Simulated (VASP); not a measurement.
Set up this calculation in VASP 6.6.1, as the native input.

```
Task                   : single point
Functional             : LDA
Potentials or basis    : VASP PAW LDA potentials, release 64 (Y_sv)
Cutoff                 : 520 eV
k mesh                 : 14 × 14 × 14
Occupations            : fermi-dirac, width 0.05 eV
Spin                   : no spin polarisation
Dipole correction      : no
Further INCAR settings : ALGO = Normal; EDIFF = 1e-07; NBANDS = 12
```

The structure of Y lies in POSCAR:

```
Y
1.0
   -1.5520146062      1.5520146062      1.5520146062
    1.5520146062     -1.5520146062      1.5520146062
    1.5520146062      1.5520146062     -1.5520146062
Y
1
Direct
    0.0000000000      0.0000000000      0.0000000000
```

This isn't the form of Y at room conditions, which is hcp.

The input as run:

INCAR

```
PREC = Accurate
ENCUT = 520
EDIFF = 1E-7
ISMEAR = -1
SIGMA = 0.05
LREAL = F
LASPH = T
NELM = 80
ALGO = Normal
ISIF = 2
LWAVE = F
LCHARG = F
NBANDS = 12
```

KPOINTS

```
regular mesh
0
Gamma
  14 14 14
```

Potentials or basis: VASP PAW LDA potentials, release 64 (Y_sv).

Command:

```console
$ cat potpaw_LDA.64/Y_sv/POTCAR > POTCAR
$ mpirun -np 1 vasp_std > vasp.out
```

It gave:

* Pressure: 84.3 GPa
* Band gap on the k mesh: zero (an odd number of electrons rules out a gap without spin polarisation)

Caveat: the cell stands under pressure.

It took 29 s on 1 thread of Intel Xeon 8259CL, on a shared host, peak memory 0.15 GiB.
